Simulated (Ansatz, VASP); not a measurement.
Two plane-wave programs on V

File INCAR:

```
PREC = Accurate ; ENCUT = 520
EDIFF = 1E-6 ; ISMEAR = -1
SIGMA = 0.05 ; LREAL = False
LASPH = True ; NELM = 150
ALGO = Normal ; ISIF = 2
LWAVE = False ; LCHARG = False
ISPIN = 2 ; MAGMOM = 1
LORBIT = 11 ; LMAXMIX = 4
GGA = RP ; NBANDS = 16
```

Contents of KPOINTS:

```
regular mesh
0
Gamma
  24 24 24
```

The input POSCAR:

```
V
1.0
   -1.4471019766      1.4471019766      1.4471019766
    1.4471019766     -1.4471019766      1.4471019766
    1.4471019766      1.4471019766     -1.4471019766
V
1
Direct
    0.0000000000      0.0000000000      0.0000000000
```

Input for Ansatz:

```yaml
crystal:
  lattice:
    - [-1.4471019766, 1.4471019766, 1.4471019766]
    - [1.4471019766, -1.4471019766, 1.4471019766]
    - [1.4471019766, 1.4471019766, -1.4471019766]
  atoms:
    - { symbol: V, position: [0.0, 0.0, 0.0], spin: 1.0 }
hamiltonian:
  xc: rpbe
  pseudopotentials:
    kind: paw
    azcp:
      V: "pseudopotentials/V.paw.azcp"
basis:
  ecutwfc: 420
  fft_grid_basis: typed
kpoints:
  mp_grid: { grid: [24, 24, 24], shift: [0, 0, 0] }
magnetization:
  spin_polarized: true
scf:
  occupations: { method: fermi_dirac, width: 0.05 }
output:
  stress: true
```

Alike in both runs: task single point; functional RPBE; k mesh 24 × 24 × 24; occupations fermi-dirac, width 0.05 eV; collinear spin.

```csv
,VASP,Ansatz
version,VASP 6.6.1,Ansatz 0.2.0
potentials or method,"VASP PAW PBE potentials, release 64 (V_sv), cutoff 520 eV","plane waves (420 eV) with PAW, scalar-relativistic"
valence electrons in the cell,13,13
```

```csv
,VASP,Ansatz,Ansatz less VASP
net moment per atom (μB),0.00,0.00,-0.001
```

VASP's potentials were made for PBE, not for RPBE. With one functional, cell and mesh, what is left measures potentials, basis and numerics. Ansatz's warnings: seeded moment not kept.
